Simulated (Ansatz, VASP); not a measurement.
## One calculation of As, two programs

```
As
1.0
     1.87999    1.08541    3.32765
    -1.87999    1.08541    3.32765
     0.00000   -2.17082    3.32765
As
2
Direct
  0.76951 0.76951 0.76951
  0.23049 0.23049 0.23049
```

Alike in both runs: task single point; functional LDA; k mesh 6 × 6 × 6; occupations fermi-dirac, width 0.1 eV; no spin polarisation.

|  | VASP | Ansatz |
| --- | --- | --- |
| version | VASP 6.6.1 | Ansatz 0.2.0 |
| potentials or method | VASP PAW LDA potentials, release 64 (As), cutoff 500 eV | plane waves (420 eV) with PAW, scalar-relativistic |
| valence electrons in the cell | 10 | 30 |

Ansatz gave:

| Item | Value |
| --- | --- |
| pressure (GPa) | 0.0 |
| traceless stress, the component that is largest in VASP (GPa) | 0.15 |

**Question.** What did VASP give for the same quantities?

**Answer.** Pressure (GPa): 0.5; traceless stress, the component that is largest in VASP (GPa): 0.05.

Ansatz warns that its potentials were made for another functional, while VASP's fit it. LDA's correlation is that of Perdew and Zunger in VASP and of Perdew and Wang (1992) in Ansatz. VASP's potentials hold 10 valence electrons a cell and Ansatz's 30, so a difference there can come from the potentials and not from the codes.
